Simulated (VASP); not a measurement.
Set up this calculation in VASP 6.6.1, as the native input.

| Property | Result |
| --- | --- |
| Task | single point |
| Functional | PBEsol |
| Potentials or basis | VASP PAW PBE potentials, release 64 (Hf_pv, C) |
| Cutoff | 600 eV |
| k mesh | 9 × 9 × 5 |
| Occupations | fermi-dirac, width 0.05 eV |
| Spin | no spin polarisation |
| Dipole correction | no |
| Further INCAR settings | ALGO = Normal; EDIFF = 1e-06; NBANDS = 22 |

The structure of HfC lies in POSCAR:

```
HfC
1.0
    3.3650048841      0.0000000000      0.0000000000
   -1.6825024420      2.9141797134      0.0000000000
    0.0000000000      0.0000000000      5.2371700637
Hf C
2 2
Direct
    0.3333333333      0.6666666667      0.2500000000
    0.6666666667      0.3333333333      0.7500000000
    0.0000000000      0.0000000000      0.5000000000
    0.0000000000      0.0000000000      0.0000000000
```

This cell differs from its parent crystal: volume scaled by 1.02.

These files were run (other wordings do the same):

INCAR

```
PREC = Accurate
ENCUT = 600
EDIFF = 1E-6
ISMEAR = -1
SIGMA = 0.05
LREAL = F
LASPH = T
NELM = 120
ALGO = Normal
ISIF = 2
LWAVE = F
LCHARG = T
GGA = PS
LELF = T
LVHAR = T
NBANDS = 22
GGA_COMPAT = F
```

KPOINTS

```
regular mesh
0
Gamma
  9 9 5
```

Potentials or basis: VASP PAW PBE potentials, release 64 (Hf_pv, C).

Command:

```console
$ cat potpaw_PBE.64/Hf_pv/POTCAR potpaw_PBE.64/C/POTCAR > POTCAR
$ mpirun -np 1 vasp_std > vasp.out
```

It gave:

```json
{"Pressure": "-12.1 GPa", "Band gap on the k mesh": "zero (band 14 reaches 7.09 eV, above the bottom of band 15 at 6.04 eV)"}
```

Caveat: the PAW data sets were made with another functional, which shifts forces and pressure a little; spin-orbit coupling is left out, which moves the levels of the heavy elements.

Run time: 48 s on 1 thread of AMD EPYC 9R45 (Zen 5), on a shared host, peak memory 0.16 GiB.
